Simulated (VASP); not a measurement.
# Si3C (R3m) in VASP: single point with PBE

Aim: the single point of Si3C with PBE.

All numbers are computed with VASP 6.6.1; they aren't measurements. Logs are shortened: lines on timing, memory, paths and dates and some standing lists are left out, and cuts for length are marked.

## (1) The cell of the first run

The structure is trigonal, space group R3m (No. 160). Conventional cell: a = 3.397 Å, b = 3.397 Å, c = 17.613 Å, α = 90.00°, β = 90.00°, γ = 120.00°. C (site symmetry 3m) has 4 Si at 1.91 to 2.04 Å within 2.5 Å. Si (site symmetry 3m) has 4 Si at 2.23 to 2.34 Å within 3.0 Å. Within 2.7 Å of Si (site symmetry 3m) lie 3 C at 2.04 Å and 1 Si at 2.34 Å. Within 2.5 Å of Si (site symmetry 3m) lie 1 C at 1.91 Å and 3 Si at 2.23 Å.

## (2) Single point, PBE

File INCAR:

```
PREC     = Accurate       # precision mode
ENCUT    = 520            # plane-wave cutoff, eV
EDIFF    = 1E-6           # SCF threshold, eV
ISMEAR   = -1             # smearing method
SIGMA    = 0.02           # smearing width, eV
LREAL    = F              # projectors in reciprocal space
LASPH    = T              # aspherical terms in the spheres
NELM     = 100            # most SCF steps
ALGO     = Normal         # electronic algorithm
ISIF     = 2              # what is computed and relaxed
LWAVE    = F              # write WAVECAR
LCHARG   = F              # write CHGCAR
GGA      = PE             # functional
NBANDS   = 16             # bands
```

File KPOINTS:

```
regular mesh
0
Gamma
  8 8 8
```

File POSCAR:

```
Si3C
1.0
    1.6986113246      0.9806937055      5.8709154094
   -1.6986113246      0.9806937055      5.8709154094
    0.0000000000     -1.9613874110      5.8709154094
C Si
1 3
Direct
    0.9989692349     -0.0010307651     -0.0010307651
    0.4966196746      0.4966196746      0.4966196746
    0.3638779033      0.3638779033      0.3638779033
    0.8905331871      0.8905331871      0.8905331871
```

Potentials or basis: VASP PAW PBE potentials, release 64 (C, Si).

On the command line:

```sh
$ cat potpaw_PBE.64/C/POTCAR potpaw_PBE.64/Si/POTCAR > POTCAR
$ mpirun -np 1 vasp_std > vasp.out
```

OUTCAR:

```text
PREC = Accurate
   ENCUT = 520
   EDIFF = 1E-6
   ISMEAR = -1
   LREAL = F
   LASPH = T
   NELM = 100
   ISIF = 2
   GGA = PE

 ion  position               nearest neighbor table
   1  0.999  0.999  0.999-   4 1.91   3 2.04   3 2.04   3 2.04
   2  0.497  0.497  0.497-   4 2.23   4 2.23   4 2.23   3 2.34
   3  0.364  0.364  0.364-   1 2.04   1 2.04   1 2.04   2 2.34
   4  0.891  0.891  0.891-   1 1.91   2 2.23   2 2.23   2 2.23

  LATTYP: Found a trigonal (rhomboedric) cell.
 ALAT       =     6.1898859699
 COS(alpha) =     0.8493903744

  Lattice vectors:

 A1 = (   1.6986113246,   0.9806937055,   5.8709154094)
 A2 = (  -1.6986113246,   0.9806937055,   5.8709154094)
 A3 = (   0.0000000000,  -1.9613874110,   5.8709154094)

Analysis of symmetry for initial positions (statically):
=====================================================================
 Subroutine PRICEL returns:
 Original cell was already a primitive cell.

 Routine SETGRP: Setting up the symmetry group for a
 trigonal (rhombohedral) supercell.

 Subroutine GETGRP returns: Found  6 space group operations
 (whereof  6 operations were pure point group operations)
 out of a pool of 12 trial point group operations.

The static configuration has the point symmetry C_3v.

Analysis of symmetry for dynamics (positions and initial velocities):
=====================================================================
 Subroutine PRICEL returns:
 Original cell was already a primitive cell.

 Routine SETGRP: Setting up the symmetry group for a
 trigonal (rhombohedral) supercell.

 Subroutine GETGRP returns: Found  6 space group operations
 (whereof  6 operations were pure point group operations)
 out of a pool of 12 trial point group operations.

The dynamic configuration has the point symmetry C_3v.

 Subroutine INISYM returns: Found  6 space group operations
 (whereof  6 operations are pure point group operations),
 and found     1 'primitive' translations

----------------------------------------------------------------------------------------

                                     Primitive cell

  volume of cell :      58.6792

  direct lattice vectors                    reciprocal lattice vectors
     1.698611325  0.980693706  5.870915409     0.294358099  0.169947728  0.056777063
    -1.698611325  0.980693706  5.870915409    -0.294358099  0.169947728  0.056777063
     0.000000000 -1.961387411  5.870915409     0.000000000 -0.339895455  0.056777063

  length of vectors
     6.189885970  6.189885970  6.189885970     0.344604926  0.344604926  0.344604926

  position of ions in fractional coordinates (direct lattice)
     0.998969235  0.998969235  0.998969235
     0.496619675  0.496619675  0.496619675
     0.363877903  0.363877903  0.363877903
     0.890533187  0.890533187  0.890533187

  ion indices of the primitive-cell ions
   primitive index   ion index
                 1           1
                 2           2
                 3           3
                 4           4

----------------------------------------------------------------------------------------

 KPOINTS: regular mesh

Automatic generation of k-mesh.
 Grid dimensions read from file:
 generate k-points for:    8    8    8

 Generating k-lattice:

  Cartesian coordinates                     Fractional coordinates (reciprocal lattice)
     0.036794762  0.021243466  0.007097133     0.125000000  0.000000000  0.000000000
    -0.036794762  0.021243466  0.007097133     0.000000000  0.125000000  0.000000000
     0.000000000 -0.042486932  0.007097133     0.000000000  0.000000000  0.125000000

  Length of vectors
     0.043075616  0.043075616  0.043075616

  Shift w.r.t. Gamma in fractional coordinates (k-lattice)
     0.000000000  0.000000000  0.000000000

 Subroutine IBZKPT returns following result:
 ===========================================

 Found     65 irreducible k-points:

 Following reciprocal coordinates:
            Coordinates               Weight
  0.000000  0.000000  0.000000      1.000000
  0.125000  0.000000  0.000000      6.000000
  0.250000  0.000000  0.000000      6.000000
  0.375000  0.000000 -0.000000      6.000000
  0.500000  0.000000  0.000000      3.000000
  0.125000  0.125000  0.000000      6.000000
[... 16 lines left out ...]
  0.250000  0.125000  0.125000      6.000000
  0.375000  0.125000  0.125000      6.000000
 [... further k-points ...]
   k-points           NKPTS =     65   k-points in BZ     NKDIM =     65   number of bands    NBANDS=     16
   number of dos      NEDOS =    301   number of ions     NIONS =      4
   total plane-waves  NPLWV = 110592
   dimension x,y,z NGX =    48 NGY =   48 NGZ =   48
   dimension x,y,z NGXF=    96 NGYF=   96 NGZF=   96
   ions per type =               1   3
   NGX,Y,Z   is equivalent  to a cutoff of  12.89, 12.89, 12.89 a.u.
   NGXF,Y,Z  is equivalent  to a cutoff of  25.78, 25.78, 25.78 a.u.
 SYSTEM =  unknown system
   PREC   = accura    normal or accurate (medium, high low for compatibility)
   ISTART =      0    job   : 0-new  1-cont  2-samecut
   ICHARG =      2    charge: 1-file 2-atom 10-const
   ISPIN  =      1    spin polarized calculation?
   LNONCOLLINEAR =      F non collinear calculations
   LSORBIT =      F    spin-orbit coupling
   LASPH  =      T    aspherical Exc in radial PAW
   ENCUT  =  520.0 eV  38.22 Ry    6.18 a.u.  11.51 11.51 11.51*2*pi/ulx,y,z
   NELM   =    100;   NELMIN=  2; NELMDL= -5     # of ELM steps
   EDIFF  = 0.1E-05   stopping-criterion for ELM
   LREAL  =      F    real-space projection
   EDIFFG = 0.1E-04   stopping-criterion for IOM
   NSW    =      0    number of steps for IOM
   IBRION =     -1    ionic relax: 0-MD 1-quasi-New 2-CG
   NFREE  =      0    steps in history (QN), initial steepest desc. (CG)
   ISIF   =      2    stress and relaxation
   ISYM   =      2    0-nonsym 1-usesym 2-fastsym
   POTIM  = 0.5000    time-step for ionic-motion
   TEBEG  =    0.0;   TEEND  =   0.0 temperature during run
   PSTRESS=    0.0 pullay stress
   NELECT =      16.0000    total number of electrons
   NUPDOWN=      -1.0000    fix difference up-down
   EMIN   =  10.00;   EMAX   =-10.00  energy-range for DOS
   EFERMI =   0.00;   METHOD = LEGACY
   ISMEAR =    -1;   SIGMA  =   0.02  broadening in eV -4-tet -1-fermi 0-gaus
   EFERMI_NEDOS =   21; number of points for ismear=-14 and -15
   IALGO  =     38    algorithm
   IMIX   =      4    mixing-type and parameters
     AMIX     =   0.40;   BMIX     =  1.00
     AMIX_MAG =   1.60;   BMIX_MAG =  1.00
  volume/ion in A,a.u.               =      14.67        99.00
  Fermi-wavevector in a.u.,A,eV,Ry     =   1.061581  2.006098 15.333157  1.126955
  Thomas-Fermi vector in A             =   2.197003
   LORBIT       =      0    0 simple, 1 ext, 2 COOP (PROOUT), +10 PAW based schemes
   GGA     = PE    functional components
   LHFCALC =     F    Hartree Fock is set to
   AEXX    =    0.0000 exact exchange contribution
   IVDW    =     0    specifies the selected vdW correction
   LEPSILON=     F    determine dielectric tensor
   LRPA    =     F    only Hartree local field effects (RPA)
 non-spin polarized calculation
  energy-cutoff  :      520.00
  volume of cell :       58.68
 maximum number of plane-waves:      1597
 NGX is ok and might be reduce to    48
   NGX = 23   NGY = 23   NGZ = 23

 number of electron      16.0000000 magnetization

 Free energy of the ion-electron system (eV)
  ---------------------------------------------------
  ext. energy  EPLUGINS =         0.00000000
  ---------------------------------------------------
  free energy    TOTEN  =       -24.25169645 eV

  energy without entropy =      -24.24984789  energy(sigma->0) =      -24.25077217

 E-fermi :   8.1177     XC(G=0): -10.3404

 val. band max:        8.0979424460   @ k =   0.3750   0.3750  -0.0000
 cond. band min:       8.1256255289   @ k =   0.1250   0.0000   0.0000
 fundamental gap:      0.0276830830
 Fermi energy:         8.1177123308

 k-point     1 :       0.0000    0.0000    0.0000
  band No.  band energies     occupation
      1      -7.0835      2.00000
      2      -3.6220      2.00000
      3      -1.0311      2.00000
      4       4.9751      2.00000
      5       4.9751      2.00000
      6       6.4035      2.00000
[... 8 lines left out ...]
     15      13.8722      0.00000
     16      15.7154      0.00000

 k-point     2 :       0.1250    0.0000    0.0000
  band No.  band energies     occupation
      1      -6.8699      2.00000
      2      -3.4195      2.00000
      3      -0.8225      2.00000
      4       3.8012      2.00000
      5       4.7160      2.00000
      6       6.1791      2.00000
[... 8 lines left out ...]
     15      14.8268      0.00000
     16      15.8784      0.00000

 k-point     3 :       0.2500    0.0000    0.0000
  band No.  band energies     occupation
      1      -6.2539      2.00000
      2      -2.8381      2.00000
      3      -0.3429      2.00000
      4       2.0200      2.00000
      5       4.1985      2.00000
      6       4.6253      2.00000
[... 8 lines left out ...]
     15      14.7685      0.00000
     16      15.3164      0.00000

 k-point     4 :       0.3750    0.0000   -0.0000
  band No.  band energies     occupation
      1      -5.3592      2.00000
      2      -2.1368      2.00000
      3      -0.4831      2.00000
      4       1.6021      2.00000
      5       2.4713      2.00000
      6       3.7781      2.00000
[... 8 lines left out ...]
     15      15.3777      0.00000
     16      15.4065      0.00000
[... 324 lines left out ...]
 k-point    22 :       0.1250    0.1250    0.1250
  band No.  band energies     occupation
      1      -7.0511      2.00000
      2      -3.8284      2.00000
      3      -0.7020      2.00000
      4       4.9769      2.00000
      5       4.9769      2.00000
      6       5.8680      2.00000
[... 8 lines left out ...]
     15      13.9611      0.00000
     16      15.8583      0.00000

 k-point    23 :       0.2500    0.1250    0.1250
  band No.  band energies     occupation
      1      -6.8186      2.00000
      2      -3.7275      2.00000
      3      -0.3152      2.00000
      4       3.7740      2.00000
      5       4.7310      2.00000
      6       5.5720      2.00000
[... 8 lines left out ...]
     15      14.3890      0.00000
     16      15.7487      0.00000

 k-point    24 :       0.3750    0.1250    0.1250
  band No.  band energies     occupation
      1      -6.1913      2.00000
      2      -3.2005      2.00000
      3       0.2046      2.00000
      4       2.0820      2.00000
      5       4.2092      2.00000
      6       4.7129      2.00000
[... 8 lines left out ...]
     15      14.7646      0.00000
     16      15.6752      0.00000

 [... further k-points ...]

------------------------ aborting loop because EDIFF is reached ----------------------------------------

  FORCE on cell =-STRESS in cart. coord.  units (eV):
  Direction    XX          YY          ZZ          XY          YZ          ZX
  --------------------------------------------------------------------------------------
  -------------------------------------------------------------------------------------
  Total        0.4331479      0.4331479      0.8703615      0.0000000      0.0000000      0.0000000
  in kB       11.8266654     11.8266654     23.7643409      0.0000000      0.0000000      0.0000000
  external PRESSURE =      15.8058906 kB  Pullay stress =       0.0000000 kB

 VOLUME and BASIS-vectors are now :
 -----------------------------------------------------------------------------
  energy-cutoff  :      520.00
  volume of cell :       58.68
      direct lattice vectors                 reciprocal lattice vectors
     1.698611325  0.980693706  5.870915409     0.294358099  0.169947728  0.056777063
    -1.698611325  0.980693706  5.870915409    -0.294358099  0.169947728  0.056777063
     0.000000000 -1.961387411  5.870915409     0.000000000 -0.339895455  0.056777063

 POSITION                                       TOTAL-FORCE (eV/Angst)
 -----------------------------------------------------------------------------------
      0.00000      0.00000     17.59459         0.000000      0.000000      0.096293
      0.00000      0.00000      8.74684         0.000000      0.000000     -0.242065
      0.00000      0.00000      6.40889         0.000000      0.000000     -0.101901
      0.00000      0.00000     15.68474         0.000000      0.000000      0.247673
 -----------------------------------------------------------------------------------
    total drift:                                0.000000      0.000000     -0.000089

  FREE ENERGIE OF THE ION-ELECTRON SYSTEM (eV)
  ---------------------------------------------------
  free  energy   TOTEN  =       -24.2516964535 eV

  energy  without entropy=      -24.2498478879  energy(sigma->0) =      -24.25077217
```

Wall time 98 s (1 thread of Intel Xeon Platinum 8375C at 2.90GHz (Ice Lake), shared host); peak memory 0.32 GiB.

Results:

- Free energy: -24.2517 eV
- Pressure: 1.6 GPa
- Largest force: 0.248 eV/Å
- Band gap on the k mesh: zero (band 8 reaches 8.77 eV, above the bottom of band 9 at 7.45 eV)

Forces on the atoms (eV/Å):
```
C    0.000  0.000  0.096
Si   0.000  0.000 -0.242
Si   0.000  0.000 -0.102
Si   0.000  0.000  0.248
```

Levels at points of the mesh, in eV from the Fermi level:
```
           k point  band 6  band 7  band 8  band 9  band 10  band 11
(0.00, 0.00, 0.00)   -1.71    0.06    0.66    0.66     2.50     3.29
(0.50, 0.00, 0.00)   -4.82   -4.49   -1.80    0.67     1.74     2.66
(0.50, 0.50, 0.00)   -4.59   -2.53   -1.34   -0.67     0.57     1.78
(0.50, 0.50, 0.50)   -3.13    0.38    0.38    1.03     2.59     3.72
```
